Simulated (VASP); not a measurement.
The system is Tl5Ir.

```
CELL_PARAMETERS angstrom
3.20633 0.00000 0.00000
-1.60316 2.77676 0.00000
0.00000 0.00000 17.87943
ATOMIC_POSITIONS crystal
Tl 0.33333 0.66667 0.14328
Tl 0.66667 0.33333 0.32164
Tl 0.33333 0.66667 0.50000
Tl 0.66667 0.33333 0.67836
Tl 0.33333 0.66667 0.85672
Ir 0.00000 0.00000 0.00000
```

The cell was generated, and may not be a known phase.

```yaml
Program: VASP 6.6.1
Task: relaxation of cell and atoms
Functional: PBE
Potentials_or_basis: VASP PAW PBE potentials, release 64 (Tl_d, Ir)
Cutoff: 600 eV
k_mesh: 6 × 6 × 1
Occupations: gaussian, width 0.1 eV
Spin: no spin polarisation
```

At the start: pressure -0.8 GPa; volume 26.53 Å³/atom.

Question: How do energy, volume and symmetry change on relaxing?

Answer: Over 14 steps the energy falls by 126.7 meV/atom and the volume is 26.84 Å³/atom (+1.2 %); space group P-6m2 (No. 187, to 0.1 Å) before and after.

The path:
```
step  energy change (eV)  largest force (eV/Å)  pressure (GPa)  volume (Å³)
   1              0.0000                1.0273           -0.82       159.18
   2             -0.4514                0.8470           -0.23       155.81
   3             -0.6466                0.4837            1.23       152.51
   4             -0.6546                0.2595            2.15       151.06
   5             -0.6573                0.2654            1.95       151.41
   6             -0.7120                0.3020           -0.39       159.08
   7             -0.7121                0.3028           -0.42       159.22
   8             -0.7298                0.2009           -0.15       159.23
   9             -0.7420                0.1834            0.36       159.24
  10             -0.7514                0.1213           -0.24       161.55
  11             -0.7520                0.1034           -0.41       162.30
  12             -0.7584                0.0879           -0.04       161.12
  13             -0.7589                0.1103            0.11       160.67
  14             -0.7602                0.0273           -0.12       161.06
```

Final structure:
```cif
data_structure
_symmetry_space_group_name_H-M 'P 1'
_symmetry_Int_Tables_number 1
_cell_length_a 3.3966
_cell_length_b 3.3966
_cell_length_c 16.1205
_cell_angle_alpha 90.000
_cell_angle_beta 90.000
_cell_angle_gamma 120.000
_cell_volume 161.06
loop_
_atom_site_label
_atom_site_type_symbol
_atom_site_fract_x
_atom_site_fract_y
_atom_site_fract_z
_atom_site_occupancy
Tl1 Tl 0.33333 0.66667 0.12974 1
Tl2 Tl 0.66667 0.33333 0.31306 1
Tl3 Tl 0.33333 0.66667 0.50000 1
Tl4 Tl 0.66667 0.33333 0.68694 1
Tl5 Tl 0.33333 0.66667 0.87026 1
Ir1 Ir 0.00000 0.00000 0.00000 1
```

Caveat: the k points lie up to 0.39 Å⁻¹ apart in the final cell.
